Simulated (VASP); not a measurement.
# AlOF (Pnma) in VASP: electric field gradients with PBE

Aim: the electric field gradients of AlOF with PBE.

All numbers are computed with VASP 6.6.1; they aren't measurements. Logs are shortened: lines on timing, memory, paths and dates and some standing lists are left out, and cuts for length are marked.

### 1 The cell of the first run

It takes space group Pnma (No. 62, orthorhombic). Conventional cell: a = 9.070 Å, b = 8.640 Å, c = 4.925 Å, α = 90.00°, β = 90.00°, γ = 90.00°. Within 2.4 Å of Al (site symmetry 1) lie 3 F at 1.82 to 2.20 Å and 3 O at 1.85 Å. Within 2.3 Å of Al (site symmetry m) lie 3 O at 1.75 to 1.78 Å and 1 F at 1.80 Å. O (site symmetry m) has 3 Al at 1.78 to 1.85 Å within 2.4 Å. O (site symmetry 1) has 3 Al at 1.75 to 1.85 Å within 2.3 Å. Within 2.4 Å of F (site symmetry 1) lie 2 Al at 1.82 to 1.85 Å. Within 2.4 Å of F (site symmetry m) lie 3 Al at 1.80 to 2.20 Å.

### 2 Electric field gradients, PBE

Input file INCAR:

```
SYSTEM = AlOF
PREC = Accurate
ENCUT = 520
EDIFF = 1E-8
ISMEAR = -1
SIGMA = 0.02
LREAL = Auto
LASPH = .TRUE.
NELM = 100
ALGO = Normal
ISIF = 2
LWAVE = .FALSE.
LCHARG = .FALSE.
GGA = PE
LEFG = .TRUE.
NBANDS = 120
```

Input file KPOINTS:

```
regular mesh
0
G
  3 3 5
  0 0 0
```

Input file POSCAR:

```
AlOF
1.0
    9.0697630000      0.0000000000      0.0000000000
    0.0000000000      8.6397980000      0.0000000000
    0.0000000000      0.0000000000      4.9245270000
Al O F
12 12 12
Direct
    0.8674860000      0.9270340000      0.0608800000
    0.8674860000      0.5729660000      0.0608800000
    0.4244190000      0.2500000000      0.1253270000
    0.9244190000      0.2500000000      0.3746730000
    0.3674860000      0.5729660000      0.4391200000
    0.3674860000      0.9270340000      0.4391200000
    0.6325140000      0.0729660000      0.5608800000
    0.6325140000      0.4270340000      0.5608800000
    0.0755810000      0.7500000000      0.6253270000
    0.5755810000      0.7500000000      0.8746730000
    0.1325140000      0.4270340000      0.9391200000
    0.1325140000      0.0729660000      0.9391200000
    0.2343990000      0.2500000000      0.0372130000
    0.9831580000      0.0865770000      0.1928350000
    0.9831580000      0.4134230000      0.1928350000
    0.4831580000      0.0865770000      0.3071650000
    0.4831580000      0.4134230000      0.3071650000
    0.7343990000      0.2500000000      0.4627870000
    0.2656010000      0.7500000000      0.5372130000
    0.5168420000      0.5865770000      0.6928350000
    0.5168420000      0.9134230000      0.6928350000
    0.0168420000      0.5865770000      0.8071650000
    0.0168420000      0.9134230000      0.8071650000
    0.7656010000      0.7500000000      0.9627870000
    0.2544630000      0.9442080000      0.1275340000
    0.2544630000      0.5557920000      0.1275340000
    0.4800630000      0.7500000000      0.1952300000
    0.9800630000      0.7500000000      0.3047700000
    0.7544630000      0.5557920000      0.3724660000
    0.7544630000      0.9442080000      0.3724660000
    0.2455370000      0.0557920000      0.6275340000
    0.2455370000      0.4442080000      0.6275340000
    0.0199370000      0.2500000000      0.6952300000
    0.5199370000      0.2500000000      0.8047700000
    0.7455370000      0.4442080000      0.8724660000
    0.7455370000      0.0557920000      0.8724660000
```

Potentials or basis: VASP PAW PBE potentials, release 64 (Al, O, F).

The run is started by

```bash
> cat potpaw_PBE.64/Al/POTCAR potpaw_PBE.64/O/POTCAR potpaw_PBE.64/F/POTCAR > POTCAR
> mpirun -np 1 vasp_std > vasp.out
```

OUTCAR:

```text
SYSTEM = AlOF
   PREC = Accurate
   ENCUT = 520
   EDIFF = 1E-8
   ISMEAR = -1
   LREAL = Auto
   LASPH = .TRUE.
   NELM = 100
   ISIF = 2
   GGA = PE

 ion  position               nearest neighbor table
   1  0.867  0.927  0.061-  36 1.82  23 1.85  14 1.85  24 1.85  30 1.85  28 2.20  12 2.78   2 3.06
                            10 3.19   4 3.23   9 3.24
   2  0.867  0.573  0.061-  35 1.82  22 1.85  15 1.85  24 1.85  29 1.85  28 2.20  11 2.78   1 3.06
                            10 3.19   4 3.23   9 3.24
   3  0.424  0.250  0.125-  16 1.75  17 1.75  13 1.78  34 1.80  11 3.19  12 3.19   5 3.23   6 3.23
                             7 3.24   8 3.24
   4  0.924  0.250  0.375-  14 1.75  15 1.75  18 1.78  33 1.80   7 3.19   8 3.19   1 3.23   2 3.23
                            11 3.24  12 3.24
   5  0.367  0.573  0.439-  32 1.82  20 1.85  17 1.85  19 1.85  26 1.85  27 2.20   8 2.78   6 3.06
                             9 3.19   3 3.23  10 3.24
   6  0.367  0.927  0.439-  31 1.82  21 1.85  16 1.85  19 1.85  25 1.85  27 2.20   7 2.78   5 3.06
                             9 3.19   3 3.23  10 3.24
   7  0.633  0.073  0.561-  30 1.82  16 1.85  21 1.85  18 1.85  36 1.85  34 2.20   6 2.78   8 3.06
                             4 3.19  10 3.23   3 3.24
   8  0.633  0.427  0.561-  29 1.82  17 1.85  20 1.85  18 1.85  35 1.85  34 2.20   5 2.78   7 3.06
                             4 3.19  10 3.23   3 3.24
   9  0.076  0.750  0.625-  22 1.75  23 1.75  19 1.78  28 1.80   5 3.19   6 3.19  11 3.23  12 3.23
[... 17 lines left out ...]
  23  0.017  0.913  0.807-   9 1.75   1 1.85  12 1.85
  24  0.766  0.750  0.963-  10 1.78   2 1.85   1 1.85
  25  0.254  0.944  0.128-  12 1.82   6 1.85
  26  0.254  0.556  0.128-  11 1.82   5 1.85
  27  0.480  0.750  0.195-  10 1.80   6 2.20   5 2.20
  28  0.980  0.750  0.305-   9 1.80   2 2.20   1 2.20
  29  0.754  0.556  0.372-   8 1.82   2 1.85
  30  0.754  0.944  0.372-   7 1.82   1 1.85
  31  0.246  0.056  0.628-   6 1.82  12 1.85
  32  0.246  0.444  0.628-   5 1.82  11 1.85
  33  0.020  0.250  0.695-   4 1.80  11 2.20  12 2.20
  34  0.520  0.250  0.805-   3 1.80   7 2.20   8 2.20
  35  0.746  0.444  0.872-   2 1.82   8 1.85
  36  0.746  0.056  0.872-   1 1.82   7 1.85

  LATTYP: Found a simple orthorhombic cell.
 ALAT       =     4.9245270000
 B/A-ratio  =     1.7544422033
 C/A-ratio  =     1.8417531267

  Lattice vectors:

 A1 = (   0.0000000000,   0.0000000000,  -4.9245270000)
 A2 = (   0.0000000000,   8.6397980000,   0.0000000000)
 A3 = (   9.0697630000,   0.0000000000,   0.0000000000)

Analysis of symmetry for initial positions (statically):
=====================================================================
 Subroutine PRICEL returns:
 Original cell was already a primitive cell.

 Routine SETGRP: Setting up the symmetry group for a
 simple orthorhombic supercell.

 Subroutine GETGRP returns: Found  8 space group operations
 (whereof  2 operations were pure point group operations)
 out of a pool of  8 trial point group operations.

The static configuration has the point symmetry S_2 .
 The point group associated with its full space group is D_2h.

Analysis of symmetry for dynamics (positions and initial velocities):
=====================================================================
 Subroutine PRICEL returns:
 Original cell was already a primitive cell.

 Routine SETGRP: Setting up the symmetry group for a
 simple orthorhombic supercell.

 Subroutine GETGRP returns: Found  8 space group operations
 (whereof  2 operations were pure point group operations)
 out of a pool of  8 trial point group operations.

The dynamic configuration has the point symmetry S_2 .
 The point group associated with its full space group is D_2h.

 Subroutine INISYM returns: Found  8 space group operations
 (whereof  2 operations are pure point group operations),
 and found     1 'primitive' translations

----------------------------------------------------------------------------------------

                                     Primitive cell

  volume of cell :     385.8905

[... 151 lines left out ...]
   POTIM  = 0.5000    time-step for ionic-motion
   TEBEG  =    0.0;   TEEND  =   0.0 temperature during run
   PSTRESS=    0.0 pullay stress
   NELECT =     192.0000    total number of electrons
   NUPDOWN=      -1.0000    fix difference up-down
   EMIN   =  10.00;   EMAX   =-10.00  energy-range for DOS
   EFERMI =   0.00;   METHOD = LEGACY
   ISMEAR =    -1;   SIGMA  =   0.02  broadening in eV -4-tet -1-fermi 0-gaus
   EFERMI_NEDOS =   21; number of points for ismear=-14 and -15
   IALGO  =     38    algorithm
   IMIX   =      4    mixing-type and parameters
     AMIX     =   0.40;   BMIX     =  1.00
     AMIX_MAG =   1.60;   BMIX_MAG =  1.00
  volume/ion in A,a.u.               =      10.72        72.34
  Fermi-wavevector in a.u.,A,eV,Ry     =   1.297241  2.451429 22.896338  1.682833
  Thomas-Fermi vector in A             =   2.428646
   LORBIT       =      0    0 simple, 1 ext, 2 COOP (PROOUT), +10 PAW based schemes
   GGA     = PE    functional components
   LHFCALC =     F    Hartree Fock is set to
   AEXX    =    0.0000 exact exchange contribution
   IVDW    =     0    specifies the selected vdW correction
   LEPSILON=     F    determine dielectric tensor
   LRPA    =     F    only Hartree local field effects (RPA)
 non-spin polarized calculation
  energy-cutoff  :      520.00
  volume of cell :      385.89
 maximum number of plane-waves:     10411
 NGX is ok and might be reduce to    70
   NGX = 33   NGY = 33   NGZ = 19

 number of electron     191.9999903 magnetization

 Free energy of the ion-electron system (eV)
  ---------------------------------------------------
  ext. energy  EPLUGINS =         0.00000000
  ---------------------------------------------------
  free energy    TOTEN  =      -242.15094043 eV

  energy without entropy =     -242.15094043  energy(sigma->0) =     -242.15094043

 E-fermi :   2.8908     XC(G=0): -10.0667

 val. band max:        2.4488911876   @ k =   0.0000   0.0000   0.4000
 cond. band min:       7.7007514756   @ k =   0.0000   0.0000   0.0000
 fundamental gap:      5.2518602880
 Fermi energy:         2.8908172284

 k-point     1 :       0.0000    0.0000    0.0000
  band No.  band energies     occupation
      1     -20.3790      2.00000
      2     -20.2744      2.00000
      3     -20.2541      2.00000
      4     -20.2369      2.00000
      5     -20.0913      2.00000
      6     -20.0713      2.00000
[... 1321 lines left out ...]
    107      12.0795      0.00000
    108      12.2281      0.00000
 [bands above 108 left out]

------------------------ aborting loop because EDIFF is reached ----------------------------------------

  FORCE on cell =-STRESS in cart. coord.  units (eV):
  Direction    XX          YY          ZZ          XY          YZ          ZX
  --------------------------------------------------------------------------------------
  -------------------------------------------------------------------------------------
  Total        1.4287458      0.7113812      0.1354277      0.0000000     -0.0000000      0.0000000
  in kB        5.9320048      2.9535811      0.5622819      0.0000000     -0.0000000      0.0000000
  external PRESSURE =       3.1492893 kB  Pullay stress =       0.0000000 kB

 VOLUME and BASIS-vectors are now :
 -----------------------------------------------------------------------------
  energy-cutoff  :      520.00
  volume of cell :      385.89
      direct lattice vectors                 reciprocal lattice vectors
     9.069763000  0.000000000  0.000000000     0.110256464  0.000000000  0.000000000
     0.000000000  8.639798000  0.000000000     0.000000000  0.115743447  0.000000000
     0.000000000  0.000000000  4.924527000     0.000000000  0.000000000  0.203065188

 POSITION                                       TOTAL-FORCE (eV/Angst)
 -----------------------------------------------------------------------------------
      7.86789      8.00939      0.29981        -0.007880     -0.005609     -0.023052
      7.86789      4.95031      0.29981        -0.007880      0.005609     -0.023052
      3.84938      2.15995      0.61718         0.057864      0.000000      0.021420
      8.38426      2.15995      1.84509         0.057864      0.000000     -0.021420
      3.33301      4.95031      2.16246        -0.007880      0.005609      0.023052
      3.33301      8.00939      2.16246        -0.007880     -0.005609      0.023052
[... 28 lines left out ...]
      6.76184      3.83787      4.29648         0.022442     -0.026550     -0.021420
      6.76184      0.48203      4.29648         0.022442      0.026550     -0.021420
 -----------------------------------------------------------------------------------
    total drift:                                0.000000     -0.000000     -0.000000

  FREE ENERGIE OF THE ION-ELECTRON SYSTEM (eV)
  ---------------------------------------------------
  free  energy   TOTEN  =      -242.1509404335 eV

  energy  without entropy=     -242.1509404335  energy(sigma->0) =     -242.15094043

 Electric field gradients (V/A^2)
---------------------------------------------------------------------
 ion       V_xx      V_yy      V_zz      V_xy      V_xz      V_yz
---------------------------------------------------------------------
   1      -4.792    -4.992     9.784   -25.915    11.630   -22.181
   2      -4.792    -4.992     9.784    25.915    11.630    22.181
   3      -0.110   -12.715    12.826    -0.000   -23.862     0.000
   4      -0.110   -12.715    12.826    -0.000    23.862     0.000
   5      -4.792    -4.992     9.784    25.915   -11.630   -22.181
   6      -4.792    -4.992     9.784   -25.915   -11.630    22.181
[... 28 lines left out ...]
  35      -2.635   -26.542    29.177    43.068    68.687    34.297
  36      -2.635   -26.542    29.177   -43.068    68.687   -34.297
---------------------------------------------------------------------

 Electric field gradients after diagonalization (V/A^2)
 (convention: |V_zz| > |V_xx| > |V_yy|)
----------------------------------------------------------------------
 ion       V_xx      V_yy      V_zz     asymmetry (V_yy - V_xx)/ V_zz
----------------------------------------------------------------------
   1     -32.583    -7.674    40.257       0.619
   2     -32.583    -7.674    40.257       0.619
   3     -18.365   -12.715    31.080       0.182
   4     -18.365   -12.715    31.080       0.182
   5     -32.583    -7.674    40.257       0.619
   6     -32.583    -7.674    40.257       0.619
[... 28 lines left out ...]
  35     -65.166   -40.530   105.696       0.233
  36     -65.166   -40.530   105.696       0.233
----------------------------------------------------------------------

           NMR quadrupolar parameters

 Cq : quadrupolar parameter    Cq=e*Q*V_zz/h
 eta: asymmetry parameters     (V_yy - V_xx)/ V_zz
 Q  : nuclear electric quadrupole moment in mb (millibarn)
----------------------------------------------------------------------
 ion       Cq(MHz)       eta       Q (mb)
----------------------------------------------------------------------
   1       0.097       0.619       1.000
   2       0.097       0.619       1.000
   3       0.075       0.182       1.000
   4       0.075       0.182       1.000
   5       0.097       0.619       1.000
   6       0.097       0.619       1.000
[... 28 lines left out ...]
  35       0.256       0.233       1.000
  36       0.256       0.233       1.000
----------------------------------------------------------------------
```

Wall time 15 min (1 thread of Intel Xeon Platinum 8488C (Sapphire Rapids), shared host); peak memory 0.62 GiB.

Results:

```yaml
Free_energy: -242.1509 eV
Pressure: 0.3 GPa
Largest_force: 0.066 eV/Å
Band_gap_on_the_k_mesh: 5.25 eV, indirect (least direct gap 5.48 eV)
```

Forces on the atoms (eV/Å):
```
Al  -0.008 -0.006 -0.023
Al  -0.008  0.006 -0.023
Al   0.058  0.000  0.021
Al   0.058  0.000 -0.021
Al  -0.008  0.006  0.023
Al  -0.008 -0.006  0.023
Al   0.008  0.006 -0.023
Al   0.008 -0.006 -0.023
Al  -0.058  0.000  0.021
Al  -0.058  0.000 -0.021
Al   0.008 -0.006  0.023
Al   0.008  0.006  0.023
O    0.006  0.000  0.014
O   -0.012  0.031  0.028
O   -0.012 -0.031  0.028
O   -0.012  0.031 -0.028
O   -0.012 -0.031 -0.028
O    0.006  0.000 -0.014
O   -0.006  0.000  0.014
O    0.012  0.031  0.028
O    0.012 -0.031  0.028
O    0.012  0.031 -0.028
O    0.012 -0.031 -0.028
O   -0.006  0.000 -0.014
F   -0.022 -0.027  0.021
F   -0.022  0.027  0.021
F   -0.062  0.000  0.023
F   -0.062  0.000 -0.023
F   -0.022  0.027 -0.021
F   -0.022 -0.027 -0.021
F    0.022  0.027  0.021
F    0.022 -0.027  0.021
F    0.062  0.000  0.023
F    0.062  0.000 -0.023
F    0.022 -0.027 -0.021
F    0.022  0.027 -0.021
```

Stress tensor (GPa, compression positive):
```
0.59 0.00 0.00
0.00 0.30 0.00
0.00 0.00 0.06
```

Levels at points of the mesh, in eV from the valence-band top:
| k point | band 94 | band 95 | band 96 | band 97 | band 98 | band 99 |
| --- | --- | --- | --- | --- | --- | --- |
| (0.00, 0.00, 0.00) | -0.34 | -0.28 | -0.23 | 5.25 | 7.48 | 7.77 |

Electric field gradients, principal values (V/Å²):
```csv
atom,least,middle,greatest (by size)
1 Al,-7.674,-32.583,40.257
2 Al,-7.674,-32.583,40.257
3 Al,-12.715,-18.365,31.080
4 Al,-12.715,-18.365,31.080
5 Al,-7.674,-32.583,40.257
6 Al,-7.674,-32.583,40.257
7 Al,-7.674,-32.583,40.257
8 Al,-7.674,-32.583,40.257
9 Al,-12.715,-18.365,31.080
10 Al,-12.715,-18.365,31.080
11 Al,-7.674,-32.583,40.257
12 Al,-7.674,-32.583,40.257
13 O,22.201,42.073,-64.274
14 O,13.510,32.600,-46.110
15 O,13.510,32.600,-46.110
16 O,13.510,32.600,-46.110
17 O,13.510,32.600,-46.110
18 O,22.201,42.073,-64.274
19 O,22.201,42.073,-64.274
20 O,13.510,32.600,-46.110
21 O,13.510,32.600,-46.110
22 O,13.510,32.600,-46.110
23 O,13.510,32.600,-46.110
24 O,22.201,42.073,-64.274
25 F,-40.530,-65.166,105.696
26 F,-40.530,-65.166,105.696
27 F,-0.758,-81.763,82.520
28 F,-0.758,-81.763,82.520
29 F,-40.530,-65.166,105.696
30 F,-40.530,-65.166,105.696
31 F,-40.530,-65.166,105.696
32 F,-40.530,-65.166,105.696
33 F,-0.758,-81.763,82.520
34 F,-0.758,-81.763,82.520
35 F,-40.530,-65.166,105.696
36 F,-40.530,-65.166,105.696
```

Caveat: without QUAD_EFG the Cq values of the log hold for a quadrupole moment of 1 mb, not for the nuclei. A k mesh can miss the band edges.
